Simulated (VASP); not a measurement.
Here is a VASP 6.6.1 calculation.

The input INCAR:

```
PREC = Accurate
ENCUT = 520
EDIFF = 1E-6
ISMEAR = 0
SIGMA = 0.15
LREAL = False
LASPH = True
NELM = 80
ALGO = Fast
ISIF = 2
LWAVE = False
LCHARG = True
GGA = PS
LELF = True
LVHAR = True
NBANDS = 14
```

KPOINTS

```
Automatic mesh
0
Gamma
  16 16 16
```

Contents of POSCAR:

```
AlNi
1.0
    2.8618233745      0.0000000000      0.0000000000
    0.0000000000      2.8618233745      0.0000000000
    0.0000000000      0.0000000000      2.8618233745
Al Ni
1 1
Direct
   -0.0331956196      0.0000000000      0.0000000000
    0.5152601295      0.5000000000      0.5000000000
```

Potentials or basis: VASP PAW PBE potentials, release 64 (Al, Ni).

Run with:

```console
$ cat potpaw_PBE.64/Al/POTCAR potpaw_PBE.64/Ni/POTCAR > POTCAR
$ mpirun -np 1 vasp_std > vasp.out
```

Question: Estimate the largest force.

Answer: 0.868 eV/Å.

Question: Predict the pressure.

Answer: 1.7 GPa.

Question: Estimate the band gap on the k mesh.

Answer: Zero (an odd number of electrons rules out a gap without spin polarisation).

Stress tensor (GPa, compression positive):
```
1.00 0.00 0.00
0.00 2.05 0.00
0.00 0.00 2.05
```

Caveat: the cell differs from its parent crystal (atoms displaced along a vibrational mode); the PAW data sets were made with another functional, which shifts forces and pressure a little. Spin polarisation is off, so any magnetic state and its effect on volume and gap are missing.
